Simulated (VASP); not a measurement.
Set up this calculation in VASP 6.6.1, as the native input.

* Task: single point
* Functional: LDA
* Potentials or basis: VASP PAW LDA potentials, release 64 (N, H, O, C)
* Cutoff: 520 eV
* k mesh: 1 × 1 × 1
* Occupations: fermi-dirac, width 0.05 eV
* Spin: no spin polarisation
* Dipole correction: no
* Further INCAR settings: LREAL = Auto; ALGO = Normal; EDIFF = 1e-06; NBANDS = 66

The structure of H3CNO lies in POSCAR:

```
H3CNO
1.0
    8.5748860000      0.0000000000      0.0000000000
    0.0000000000      8.5748860000      0.0000000000
    0.0000000000      0.0000000000      8.5748860000
N H O C
5 15 5 5
Direct
    0.4911318938      0.8072643765      0.7323012807
    0.5362986750      0.1900433429      0.4655688717
    1.0426144441      0.6631225185      0.1681071912
    0.5175229152      0.9638378866      0.2100202848
    0.2528196876      0.3965533769      0.3311414286
    0.4404956521      0.8836035838      0.7966753144
    0.5821651740      0.7875673216      0.8054451103
    0.5070971206      0.8455739237      0.6213960162
    0.5636809632      0.2950593162      0.4260231565
    0.5326484807      0.2067782592      0.5823867513
    0.6286264331      0.1249229436      0.4510497282
    1.1354086807      0.7438932716      0.1490515442
    1.1049009864      0.5571735881      0.1878625558
    0.9726193444      0.7059452452      0.2578576555
    0.5298612716      0.9442574514      0.0874180718
    0.4373935700      0.8959419402      0.2402247680
    0.4771841865      1.0735886168      0.2459391297
    0.3086105168      0.3339286377      0.2491111835
    0.2863361682      0.5089746966      0.3530775803
    0.2678752814      0.3201675218      0.4196673868
    0.7219921058     -0.1129344460      0.4785952839
    0.2255190331      0.2797588213      0.9713948384
    0.2259505258      0.9745902161      0.6157749502
    0.7012104884      0.5941769955      1.0325618323
    0.2355716449      0.7604649205     -0.1449348714
    0.7285228049     -0.1336927395      0.3458355015
    0.3164007078      0.2606565265      0.8877202566
    0.1156750072      0.9048983275      0.6140839657
    0.7208725574      0.5563339268      1.1600154218
    0.2345687161      0.6769885920     -0.0465778787
```

One way to write it, as run:

INCAR

```
SYSTEM = H3CNO
  PREC = Accurate
  ENCUT = 520
  EDIFF = 1E-6
  ISMEAR = -1
  SIGMA = 0.05
  LREAL = Auto
  LASPH = .True.
  NELM = 60
  ALGO = Normal
  ISIF = 2
  LWAVE = .False.
  LCHARG = .True.
  LELF = .True.
  LVHAR = .True.
  NBANDS = 66
```

KPOINTS

```
Automatic mesh
0
Gamma
  1 1 1
  0 0 0
```

Potentials or basis: VASP PAW LDA potentials, release 64 (N, H, O, C).

Run with:

```console
$ cat potpaw_LDA.64/N/POTCAR potpaw_LDA.64/H/POTCAR potpaw_LDA.64/O/POTCAR potpaw_LDA.64/C/POTCAR > POTCAR
$ mpirun -np 1 vasp_gam > vasp.out
```

Results of the run:

```yaml
Pressure: 2.2 GPa
Largest_force: 9.494 eV/Å
Band_gap_on_the_k_mesh: 3.34 eV
```

Caveat: the k points lie up to 0.73 Å⁻¹ apart.

Run time: 65 s on 1 thread of AMD EPYC 7R43 64-Core Processor (Zen 3) (shared host), peak memory 0.35 GiB.
